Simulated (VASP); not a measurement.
A run of VASP 6.6.1 is set up as follows.

The input INCAR:

```
SYSTEM = W
PREC = Accurate
ENCUT = 520
EDIFF = 1E-6
ISMEAR = -1
SIGMA = 0.1
LREAL = .False.
LASPH = .True.
NELM = 60
ALGO = Normal
ISIF = 2
LWAVE = .False.
LCHARG = .False.
GGA = B5
ALDAX = 1.0
AGGAX = 1.0
AGGAC = 1.0
ALDAC = 0.0
NBANDS = 13
```

Contents of KPOINTS:

```
Automatic mesh
0
Gamma
  22 22 22
  0 0 0
```

POSCAR

```
W
1.0
   -1.6312133759      1.6312133759      1.6312133759
    1.6312133759     -1.6312133759      1.6312133759
    1.6312133759      1.6312133759     -1.6312133759
W
1
Direct
    0.0000000000      0.0000000000      0.0000000000
```

Potentials or basis: VASP PAW PBE potentials, release 64 (W_sv).

The run is started by

```sh
$ cat potpaw_PBE.64/W_sv/POTCAR > POTCAR
$ mpirun -np 1 vasp_std > vasp.out
```

What does it give for the band gap on the k mesh?

Zero (bands 7 and 8 overlap by 5.61 eV).

What does it give for the pressure?

-8.6 GPa.

Caveat: the cell stands under tension; the PAW data sets were made with another functional, which shifts forces and pressure a little; spin-orbit coupling is left out, which moves the levels of the heavy elements.
